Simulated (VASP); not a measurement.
Set up this calculation in VASP 6.6.1, as the native input.

* Task: single point
* Functional: PBE
* Potentials or basis: VASP PAW PBE potentials, release 64 (Mg, Zr_sv, N)
* Cutoff: 520 eV
* k mesh: 12 × 12 × 4
* Occupations: gaussian, width 0.1 eV
* Spin: no spin polarisation
* Dipole correction: no
* Further INCAR settings: ALGO = Normal; EDIFF = 1e-07; NBANDS = 23

The structure of Mg3ZrN2 lies in POSCAR:

```
Mg3ZrN2
1.0
    3.2956756166      0.0000000000      0.0000000000
   -1.6478378083      2.8541388066      0.0000000000
    0.0000000000      0.0000000000     10.7853978079
Mg Zr N
3 1 2
Direct
    0.6666666667      0.3333333333      0.2366712868
    0.3333333333      0.6666666667      0.7633287132
    0.0000000000      0.0000000000      0.5000000000
    0.0000000000      0.0000000000      0.0000000000
    0.3333333333      0.6666666667      0.1190680178
    0.6666666667      0.3333333333      0.8809319822
```

This cell differs from its parent crystal: volume scaled by 1.10, then relaxed in part.

The input as run:

INCAR

```
SYSTEM = Mg3ZrN2
ALGO     = Normal         ! electronic algorithm
EDIFF    = 1E-7           ! SCF threshold, eV
ENCUT    = 520            ! plane-wave cutoff, eV
GGA      = PE             ! functional
ISIF     = 2              ! what is computed and relaxed
ISMEAR   = 0              ! smearing method
LASPH    = .TRUE.         ! aspherical terms in the spheres
LCHARG   = .FALSE.        ! write CHGCAR
LREAL    = .FALSE.        ! projectors in reciprocal space
LWAVE    = .FALSE.        ! write WAVECAR
NBANDS   = 23             ! bands
NELM     = 60             ! most SCF steps
PREC     = Accurate       ! precision mode
SIGMA    = 0.1            ! smearing width, eV
```

KPOINTS

```
k-points
0
G
  12 12 4
  0 0 0
```

Potentials or basis: VASP PAW PBE potentials, release 64 (Mg, Zr_sv, N).

Command:

```bash
$ cat potpaw_PBE.64/Mg/POTCAR potpaw_PBE.64/Zr_sv/POTCAR potpaw_PBE.64/N/POTCAR > POTCAR
$ mpirun -np 1 vasp_std > vasp.out
```

Results of the run:

* Pressure: -6.9 GPa
* Largest force: 0.032 eV/Å
* Band gap on the k mesh: zero (band 14 reaches 5.46 eV, above the bottom of band 15 at 4.62 eV)

Run time: 5.3 min on 1 thread of Intel(R) Xeon(R) Platinum 8259CL CPU @ 2.50GHz (Skylake/Cascade Lake), on a shared host, peak memory 0.34 GiB.
